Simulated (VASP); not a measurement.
A run of VASP 6.6.1 is set up as follows.

File INCAR:

```
SYSTEM = KF
PREC = Accurate ; ENCUT = 520
EDIFF = 1E-6 ; ISMEAR = 0
SIGMA = 0.05 ; LREAL = .False.
LASPH = .True. ; NELM = 60
ALGO = Normal ; ISIF = 2
LWAVE = .False. ; LCHARG = .False.
NBANDS = 15
```

KPOINTS

```
regular mesh
0
Gamma
  8 8 8
  0 0 0
```

Contents of POSCAR:

```
KF
1.0
   -0.1074163695      2.4871819268      2.4871819268
    2.4871819268     -0.1074163695      2.4871819268
    2.4871819268      2.4871819268     -0.1074163695
K F
1 1
Direct
    0.0000000000      0.0000000000      0.0000000000
    0.5000000000      0.5000000000      0.5000000000
```

Potentials or basis: VASP PAW LDA potentials, release 64 (K_sv, F).

The run is started by

```bash
$ cat potpaw_LDA.64/K_sv/POTCAR potpaw_LDA.64/F/POTCAR > POTCAR
$ mpirun -np 1 vasp_std > vasp.out
```

Problem. Estimate the pressure.

Solution. 2.6 GPa.

Problem. Estimate the band gap on the k mesh.

Solution. 6.59 eV, direct.

Stress tensor (GPa, compression positive):
```
2.60 0.41 0.41
0.41 2.60 0.41
0.41 0.41 2.60
```

A k mesh can miss the band edges. As with any semilocal functional, this LDA gap is likely too small.
